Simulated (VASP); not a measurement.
# SnTe (rocksalt type) (Fm-3m) in VASP: a series of runs

Runs on SnTe (rocksalt type). Level: PBEsol. Tasks: single point, relaxation of cell and atoms.

Program: VASP 6.6.1. These are calculated values, not measurements. Logs are shortened: lines on timing, memory, paths and dates and some standing lists are left out, and cuts for length are marked.

**1. The cell of the first run**

It takes space group Fm-3m (No. 225, cubic). The conventional cell has a = 6.287 Å, b = 6.287 Å, c = 6.287 Å, α = 90.00°, β = 90.00°, γ = 90.00°. Sn (site symmetry m-3m) has 6 Te at 3.14 Å within 4.1 Å. Within 4.1 Å of Te (site symmetry m-3m) lie 6 Sn at 3.14 Å.

**2. Single point, PBEsol**

The input, INCAR:

```
ALGO = Normal
EDIFF = 1E-7
ENCUT = 520
GGA = PS
ISIF = 2
ISMEAR = -1
LASPH = True
LCHARG = True
LELF = True
LREAL = False
LVHAR = True
LWAVE = False
NBANDS = 17
NELM = 80
PREC = Accurate
SIGMA = 0.08
```

The input, KPOINTS:

```
k-points
0
Gamma
  11 11 11
```

The input, POSCAR:

```
SnTe
1.0
    0.0000000000      3.1433396748      3.1433396748
    3.1433396748      0.0000000000      3.1433396748
    3.1433396748      3.1433396748      0.0000000000
Sn Te
1 1
Direct
    0.0000000000      0.0000000000      0.0000000000
    0.5000000000      0.5000000000      0.5000000000
```

Potentials or basis: VASP PAW PBE potentials, release 64 (Sn_d, Te).

The run is started by

```sh
> cat potpaw_PBE.64/Sn_d/POTCAR potpaw_PBE.64/Te/POTCAR > POTCAR
> mpirun -np 1 vasp_std > vasp.out
```

OUTCAR:

```text
EDIFF = 1E-7
   ENCUT = 520
   GGA = PS
   ISIF = 2
   ISMEAR = -1
   LASPH = True
   LREAL = False
   NELM = 80
   PREC = Accurate

 ion  position               nearest neighbor table
   1  0.000  0.000  0.000-   2 3.14   2 3.14   2 3.14   2 3.14   2 3.14   2 3.14
   2  0.500  0.500  0.500-   1 3.14   1 3.14   1 3.14   1 3.14   1 3.14   1 3.14

  LATTYP: Found a face centered cubic cell.
 ALAT       =     6.2866793496

  Lattice vectors:

 A1 = (   0.0000000000,   3.1433396748,   3.1433396748)
 A2 = (   3.1433396748,   0.0000000000,   3.1433396748)
 A3 = (   3.1433396748,   3.1433396748,   0.0000000000)

Analysis of symmetry for initial positions (statically):
=====================================================================
 Subroutine PRICEL returns:
 Original cell was already a primitive cell.

 Routine SETGRP: Setting up the symmetry group for a
 face centered cubic supercell.

 Subroutine GETGRP returns: Found 48 space group operations
 (whereof 48 operations were pure point group operations)
 out of a pool of 48 trial point group operations.

The static configuration has the point symmetry O_h .

Analysis of symmetry for dynamics (positions and initial velocities):
=====================================================================
 Subroutine PRICEL returns:
 Original cell was already a primitive cell.

 Routine SETGRP: Setting up the symmetry group for a
 face centered cubic supercell.

 Subroutine GETGRP returns: Found 48 space group operations
 (whereof 48 operations were pure point group operations)
 out of a pool of 48 trial point group operations.

The dynamic configuration has the point symmetry O_h .

 Subroutine INISYM returns: Found 48 space group operations
 (whereof 48 operations are pure point group operations),
 and found     1 'primitive' translations

----------------------------------------------------------------------------------------

                                     Primitive cell

  volume of cell :      62.1161

  direct lattice vectors                    reciprocal lattice vectors
     0.000000000  3.143339675  3.143339675    -0.159066487  0.159066487  0.159066487
     3.143339675  0.000000000  3.143339675     0.159066487 -0.159066487  0.159066487
     3.143339675  3.143339675  0.000000000     0.159066487  0.159066487 -0.159066487

  length of vectors
     4.445353599  4.445353599  4.445353599     0.275511238  0.275511238  0.275511238

  position of ions in fractional coordinates (direct lattice)
     0.000000000  0.000000000  0.000000000
     0.500000000  0.500000000  0.500000000

  ion indices of the primitive-cell ions
   primitive index   ion index
                 1           1
                 2           2

----------------------------------------------------------------------------------------

 KPOINTS: k-points

Automatic generation of k-mesh.
 Grid dimensions read from file:
 generate k-points for:   11   11   11

 Generating k-lattice:

  Cartesian coordinates                     Fractional coordinates (reciprocal lattice)
    -0.014460590  0.014460590  0.014460590     0.090909091  0.000000000  0.000000000
     0.014460590 -0.014460590  0.014460590     0.000000000  0.090909091  0.000000000
     0.014460590  0.014460590 -0.014460590     0.000000000  0.000000000  0.090909091

  Length of vectors
     0.025046476  0.025046476  0.025046476

  Shift w.r.t. Gamma in fractional coordinates (k-lattice)
     0.000000000  0.000000000  0.000000000

 Subroutine IBZKPT returns following result:
 ===========================================

 Found     56 irreducible k-points:

 Following reciprocal coordinates:
            Coordinates               Weight
  0.000000  0.000000  0.000000      1.000000
  0.090909  0.000000  0.000000      8.000000
  0.181818  0.000000  0.000000      8.000000
  0.272727  0.000000  0.000000      8.000000
  0.363636  0.000000  0.000000      8.000000
  0.454545  0.000000  0.000000      8.000000
[... 16 lines left out ...]
 -0.272727  0.181818  0.000000     24.000000
 -0.181818  0.181818  0.000000     12.000000
 [... further k-points ...]
   k-points           NKPTS =     56   k-points in BZ     NKDIM =     56   number of bands    NBANDS=     17
   number of dos      NEDOS =    301   number of ions     NIONS =      2
   total plane-waves  NPLWV =  46656
   dimension x,y,z NGX =    36 NGY =   36 NGZ =   36
   dimension x,y,z NGXF=    72 NGYF=   72 NGZF=   72
   ions per type =               1   1
   NGX,Y,Z   is equivalent  to a cutoff of  13.46, 13.46, 13.46 a.u.
   NGXF,Y,Z  is equivalent  to a cutoff of  26.93, 26.93, 26.93 a.u.
 SYSTEM =  unknown system
   PREC   = accura    normal or accurate (medium, high low for compatibility)
   ISTART =      0    job   : 0-new  1-cont  2-samecut
   ICHARG =      2    charge: 1-file 2-atom 10-const
   ISPIN  =      1    spin polarized calculation?
   LNONCOLLINEAR =      F non collinear calculations
   LSORBIT =      F    spin-orbit coupling
   LASPH  =      T    aspherical Exc in radial PAW
   ENCUT  =  520.0 eV  38.22 Ry    6.18 a.u.   8.27  8.27  8.27*2*pi/ulx,y,z
   NELM   =     80;   NELMIN=  2; NELMDL= -5     # of ELM steps
   EDIFF  = 0.1E-06   stopping-criterion for ELM
   LREAL  =      F    real-space projection
   EDIFFG = 0.1E-05   stopping-criterion for IOM
   NSW    =      0    number of steps for IOM
   IBRION =     -1    ionic relax: 0-MD 1-quasi-New 2-CG
   NFREE  =      0    steps in history (QN), initial steepest desc. (CG)
   ISIF   =      2    stress and relaxation
   ISYM   =      2    0-nonsym 1-usesym 2-fastsym
   POTIM  = 0.5000    time-step for ionic-motion
   TEBEG  =    0.0;   TEEND  =   0.0 temperature during run
   PSTRESS=    0.0 pullay stress
   NELECT =      20.0000    total number of electrons
   NUPDOWN=      -1.0000    fix difference up-down
   EMIN   =  10.00;   EMAX   =-10.00  energy-range for DOS
   EFERMI =   0.00;   METHOD = LEGACY
   ISMEAR =    -1;   SIGMA  =   0.08  broadening in eV -4-tet -1-fermi 0-gaus
   EFERMI_NEDOS =   21; number of points for ismear=-14 and -15
   IALGO  =     38    algorithm
   IMIX   =      4    mixing-type and parameters
     AMIX     =   0.40;   BMIX     =  1.00
     AMIX_MAG =   1.60;   BMIX_MAG =  1.00
  volume/ion in A,a.u.               =      31.06       209.59
  Fermi-wavevector in a.u.,A,eV,Ry     =   1.122062  2.120390 17.130049  1.259023
  Thomas-Fermi vector in A             =   2.258720
   LORBIT       =      0    0 simple, 1 ext, 2 COOP (PROOUT), +10 PAW based schemes
   GGA     = PS    functional components
   LHFCALC =     F    Hartree Fock is set to
   AEXX    =    0.0000 exact exchange contribution
   IVDW    =     0    specifies the selected vdW correction
   LEPSILON=     F    determine dielectric tensor
   LRPA    =     F    only Hartree local field effects (RPA)
 non-spin polarized calculation
  energy-cutoff  :      520.00
  volume of cell :       62.12
 maximum number of plane-waves:      1695
 NGX is ok and might be reduce to    36
   NGX = 17   NGY = 17   NGZ = 17

 number of electron      19.9999998 magnetization

 Free energy of the ion-electron system (eV)
  ---------------------------------------------------
  ext. energy  EPLUGINS =         0.00000000
  ---------------------------------------------------
  free energy    TOTEN  =        -8.33993416 eV

  energy without entropy =       -8.33806311  energy(sigma->0) =       -8.33899863

 E-fermi :   6.8888     XC(G=0):  -9.6844

 val. band max:        6.7136155007   @ k =   0.4545   0.0000   0.0000
 cond. band min:       7.1531017762   @ k =   0.4545   0.0000   0.0000
 fundamental gap:      0.4394862754
 Fermi energy:         6.8887653720

 k-point     1 :       0.0000    0.0000    0.0000
  band No.  band energies     occupation
      1     -14.8893      2.00000
      2     -14.8893      2.00000
      3     -14.8820      2.00000
      4     -14.8820      2.00000
      5     -14.8820      2.00000
      6      -5.9789      2.00000
[... 9 lines left out ...]
     16      11.5973      0.00000
     17      13.5635      0.00000

 k-point     2 :       0.0909    0.0000    0.0000
  band No.  band energies     occupation
      1     -14.8896      2.00000
      2     -14.8896      2.00000
      3     -14.8819      2.00000
      4     -14.8815      2.00000
      5     -14.8815      2.00000
      6      -5.9080      2.00000
[... 9 lines left out ...]
     16      11.7738      0.00000
     17      14.2049      0.00000

 k-point     3 :       0.1818    0.0000    0.0000
  band No.  band energies     occupation
      1     -14.8907      2.00000
      2     -14.8907      2.00000
      3     -14.8815      2.00000
      4     -14.8801      2.00000
      5     -14.8801      2.00000
      6      -5.7011      2.00000
[... 9 lines left out ...]
     16      12.2643      0.00000
     17      15.5724      0.00000

 k-point     4 :       0.2727    0.0000    0.0000
  band No.  band energies     occupation
      1     -14.8922      2.00000
      2     -14.8922      2.00000
      3     -14.8811      2.00000
      4     -14.8780      2.00000
      5     -14.8780      2.00000
      6      -5.3814      2.00000
[... 9 lines left out ...]
     16      13.0386      0.00000
     17      17.1417      0.00000
[... 343 lines left out ...]
      1     -14.8962      2.00000
      2     -14.8933      2.00000
      3     -14.8790      2.00000
      4     -14.8760      2.00000
      5     -14.8750      2.00000
      6      -4.6373      2.00000
[... 9 lines left out ...]
     16      14.2193      0.00000
     17      17.1140      0.00000

 k-point    23 :      -0.2727    0.1818    0.0000
  band No.  band energies     occupation
      1     -14.8940      2.00000
      2     -14.8935      2.00000
      3     -14.8797      2.00000
      4     -14.8768      2.00000
      5     -14.8762      2.00000
      6      -4.9400      2.00000
[... 9 lines left out ...]
     16      15.4599      0.00000
     17      16.1353      0.00000

 k-point    24 :      -0.1818    0.1818    0.0000
  band No.  band energies     occupation
      1     -14.8931      2.00000
      2     -14.8919      2.00000
      3     -14.8808      2.00000
      4     -14.8785      2.00000
      5     -14.8769      2.00000
      6      -5.2776      2.00000
[... 9 lines left out ...]
     16      14.7327      0.00000
     17      14.9005      0.00000

 [... further k-points ...]

------------------------ aborting loop because EDIFF is reached ----------------------------------------

  FORCE on cell =-STRESS in cart. coord.  units (eV):
  Direction    XX          YY          ZZ          XY          YZ          ZX
  --------------------------------------------------------------------------------------
  -------------------------------------------------------------------------------------
  Total        0.0176329      0.0176329      0.0176329     -0.0000000     -0.0000000      0.0000000
  in kB        0.4548103      0.4548103      0.4548103     -0.0000000     -0.0000000      0.0000000
  external PRESSURE =       0.4548103 kB  Pullay stress =       0.0000000 kB

 VOLUME and BASIS-vectors are now :
 -----------------------------------------------------------------------------
  energy-cutoff  :      520.00
  volume of cell :       62.12
      direct lattice vectors                 reciprocal lattice vectors
     0.000000000  3.143339675  3.143339675    -0.159066487  0.159066487  0.159066487
     3.143339675  0.000000000  3.143339675     0.159066487 -0.159066487  0.159066487
     3.143339675  3.143339675  0.000000000     0.159066487  0.159066487 -0.159066487

 POSITION                                       TOTAL-FORCE (eV/Angst)
 -----------------------------------------------------------------------------------
      0.00000      0.00000      0.00000         0.000000     -0.000000     -0.000000
      3.14334      3.14334      3.14334        -0.000000      0.000000      0.000000
 -----------------------------------------------------------------------------------
    total drift:                               -0.000000      0.000000      0.000000

  FREE ENERGIE OF THE ION-ELECTRON SYSTEM (eV)
  ---------------------------------------------------
  free  energy   TOTEN  =        -8.3399341587 eV

  energy  without entropy=       -8.3380631099  energy(sigma->0) =       -8.33899863
```

It took 86 s on 1 thread of Intel Xeon 8259CL, shared host; peak memory 0.24 GiB.

Results:

| Quantity | Value |
| --- | --- |
| Free energy | -8.3399 eV |
| Pressure | 0.0 GPa |

Levels at points of the mesh, in eV from the Fermi level:
```csv
k point,band 8,band 9,band 10,band 11,band 12,band 13
"(0.00, 0.00, 0.00)",-2.15,-2.15,-2.15,3.35,3.35,3.35
```

Caveat: this odd mesh misses L, so gap, dielectric constants and Born charges aren't listed; the PAW data sets were made with another functional, which shifts forces and pressure a little; spin-orbit coupling is left out, which moves the levels of the heavy elements.

**3. Relaxation of cell and atoms, PBEsol**

This run uses another cell than the first one, of 24.18 Å³/atom.

The input, INCAR:

```
SYSTEM = SnTe
ALGO = Normal
EDIFF = 1E-6
EDIFFG = -0.005
ENCUT = 600
GGA = PS
IBRION = 2
ISIF = 3
ISMEAR = -1
LASPH = .True.
LCHARG = .False.
LREAL = .False.
LWAVE = .False.
NELM = 100
NSW = 60
PREC = Accurate
SIGMA = 0.08
```

The input, KPOINTS:

```
k-points
0
Gamma
  11 11 11
  0 0 0
```

The input, POSCAR:

```
SnTe
1.0
    0.0000000000      2.8916353749      2.8916353749
    2.8916353749      0.0000000000      2.8916353749
    2.8916353749      2.8916353749      0.0000000000
Sn Te
1 1
Direct
    0.0000000000      0.0000000000      0.0000000000
    0.5000000000      0.5000000000      0.5000000000
```

Potentials or basis: VASP PAW PBE potentials, release 64 (Sn_d, Te).

The run is started by

```sh
> cat potpaw_PBE.64/Sn_d/POTCAR potpaw_PBE.64/Te/POTCAR > POTCAR
> mpirun -np 1 vasp_std > vasp.out
```

OUTCAR:

```text
SYSTEM = SnTe
   EDIFF = 1E-6
   EDIFFG = -0.005
   ENCUT = 600
   GGA = PS
   IBRION = 2
   ISIF = 3
   ISMEAR = -1
   LASPH = .True.
   LREAL = .False.
   NELM = 100
   NSW = 60
   PREC = Accurate

 ion  position               nearest neighbor table
   1  0.000  0.000  0.000-   2 2.89   2 2.89   2 2.89   2 2.89   2 2.89   2 2.89
   2  0.500  0.500  0.500-   1 2.89   1 2.89   1 2.89   1 2.89   1 2.89   1 2.89

  LATTYP: Found a face centered cubic cell.
 ALAT       =     5.7832707498

  Lattice vectors:

 A1 = (   0.0000000000,   2.8916353749,   2.8916353749)
 A2 = (   2.8916353749,   0.0000000000,   2.8916353749)
 A3 = (   2.8916353749,   2.8916353749,   0.0000000000)

Analysis of symmetry for initial positions (statically):
=====================================================================
 Subroutine PRICEL returns:
 Original cell was already a primitive cell.

 Routine SETGRP: Setting up the symmetry group for a
 face centered cubic supercell.

 Subroutine GETGRP returns: Found 48 space group operations
 (whereof 48 operations were pure point group operations)
 out of a pool of 48 trial point group operations.

The static configuration has the point symmetry O_h .

Analysis of symmetry for dynamics (positions and initial velocities):
=====================================================================
 Subroutine PRICEL returns:
[... 131 lines left out ...]
  Fermi-wavevector in a.u.,A,eV,Ry     =   1.219733  2.304960 20.242036  1.487748
  Thomas-Fermi vector in A             =   2.354975
   LORBIT       =      0    0 simple, 1 ext, 2 COOP (PROOUT), +10 PAW based schemes
   GGA     = PS    functional components
   LHFCALC =     F    Hartree Fock is set to
   AEXX    =    0.0000 exact exchange contribution
   IVDW    =     0    specifies the selected vdW correction
   LEPSILON=     F    determine dielectric tensor
   LRPA    =     F    only Hartree local field effects (RPA)
 conjugate gradient relaxation of ions
 non-spin polarized calculation
  energy-cutoff  :      600.00
  volume of cell :       48.36
 maximum number of plane-waves:      1639
 NGX is ok and might be reduce to    36
   NGX = 17   NGY = 17   NGZ = 17

--------------------------------------- Ionic step        1  -------------------------------------------

 number of electron      20.0000002 magnetization

 Free energy of the ion-electron system (eV)
  ---------------------------------------------------
  ext. energy  EPLUGINS =         0.00000000
  ---------------------------------------------------
  free energy    TOTEN  =        -7.63011479 eV

  energy without entropy =       -7.61961960  energy(sigma->0) =       -7.62486719

 E-fermi :  10.4761     XC(G=0): -10.8420

 val. band max:       10.3773346602   @ k =   0.4545   0.0000   0.0000
 cond. band min:      10.5279597825   @ k =  -0.3636   0.0909   0.0000
 fundamental gap:      0.1506251223
 Fermi energy:        10.4761322739
[... 1004 lines left out ...]
--------------------------------------- Ionic step        6  -------------------------------------------

 number of electron      19.9999998 magnetization

 Free energy of the ion-electron system (eV)
  ---------------------------------------------------
  ext. energy  EPLUGINS =         0.00000000
  ---------------------------------------------------
  free energy    TOTEN  =        -8.33766337 eV

  energy without entropy =       -8.33580509  energy(sigma->0) =       -8.33673423

 E-fermi :   6.8743     XC(G=0):  -9.6795

 val. band max:        6.6991887594   @ k =   0.4545   0.0000   0.0000
 cond. band min:       7.1376141123   @ k =   0.4545   0.0000   0.0000
 fundamental gap:      0.4384253529
 Fermi energy:         6.8743318712
[... 437 lines left out ...]
  FREE ENERGIE OF THE ION-ELECTRON SYSTEM (eV)
  ---------------------------------------------------
  free  energy   TOTEN  =        -8.3376633725 eV

  energy  without entropy=       -8.3358050921  energy(sigma->0) =       -8.33673423

 reached required accuracy - stopping structural energy minimisation
```

CONTCAR:

```text
SnTe
   1.00000000000000
     0.0000000000000000    3.1445052002008231    3.1445052002008231
     3.1445052002008231   -0.0000000000000000    3.1445052002008231
     3.1445052002008231    3.1445052002008231   -0.0000000000000000
  Sn              Te
     1     1
Direct
     1.0000000000000000    0.0000000000000000    0.0000000000000000
     0.5000000000000000    0.5000000000000000    0.5000000000000000

  0.00000000E+00  0.00000000E+00  0.00000000E+00
  0.00000000E+00  0.00000000E+00  0.00000000E+00
```

It took 4.7 min on 1 thread of Intel Xeon 8259CL, shared host; peak memory 0.24 GiB.

What came out:

```
Free energy                           : -8.3377 eV
Relaxed volume                        : 31.09 Å³/atom
Relaxed cell                          : a = 4.447 Å, b = 4.447 Å, c = 4.447 Å, α = 60.00°, β = 60.00°, γ = 60.00°
Space group after relaxing (to 0.1 Å) : Fm-3m (No. 225)
Energy gained by relaxing             : 353.8 meV/atom
Ionic steps                           : 6
Pressure after relaxing               : 0.0 GPa
```

Step by step:
```
step  energy change (eV)  largest force (eV/Å)  pressure (GPa)  volume (Å³)
   1              0.0000                0.0000           20.50        48.36
   2             -0.4878                0.0000           -5.39        73.40
   3             -0.7075                0.0000            0.04        62.17
   4             -0.7074                0.0000           -0.21        62.47
   5             -0.7075                0.0000            0.05        62.12
   6             -0.7075                0.0000            0.00        62.19
```

Final structure:
```yaml
crystal:
  lattice:
    - [0.00000, 3.14451, 3.14451]
    - [3.14451, 0.00000, 3.14451]
    - [3.14451, 3.14451, 0.00000]
  atoms:
    - { symbol: Sn, position: [0.00000, 0.00000, 0.00000] }
    - { symbol: Te, position: [0.50000, 0.50000, 0.50000] }
```

Caveat: this odd mesh misses L, so gap, dielectric constants and Born charges aren't listed; the volume moved by over 15 % at a fixed basis, so the end points are rough; the PAW data sets were made with another functional, which shifts forces and pressure a little; spin-orbit coupling is left out, which moves the levels of the heavy elements.
